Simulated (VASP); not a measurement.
SiC:

```
CELL_PARAMETERS angstrom
3.07536 0.00000 0.00000
-1.53768 2.66334 0.00000
0.00000 0.00000 5.04811
ATOMIC_POSITIONS crystal
Si 0.33333 0.66667 0.99959
Si 0.66667 0.33333 0.49959
C 0.33333 0.66667 0.37541
C 0.66667 0.33333 0.87541
```

Base run:

- Program: VASP 6.6.1
- Functional: r2SCAN
- Potentials or basis: VASP PAW PBE potentials, release 64 (Si, C)
- Cutoff: 520 eV
- k mesh: 6 × 6 × 4
- Occupations: gaussian, width 0.01 eV
- Spin: no spin polarisation

Its results: band gap on the k mesh 2.66 eV, indirect (least direct gap 4.48 eV); pressure -0.2 GPa; largest force 0.006 eV/Å.

Q: The run is repeated on the same cell with these changes: functional from r2SCAN to LDA; potentials or basis from VASP PAW PBE potentials, release 64 (Si, C) to VASP PAW LDA potentials, release 64 (Si, C). What comes out?

A: Band gap on the k mesh 2.14 eV, indirect (least direct gap 3.87 eV); pressure -3.8 GPa; largest force 0.008 eV/Å.

Caveats: the PAW data sets were made with another functional, which shifts forces and pressure a little (some runs).

A k mesh can miss the band edges.
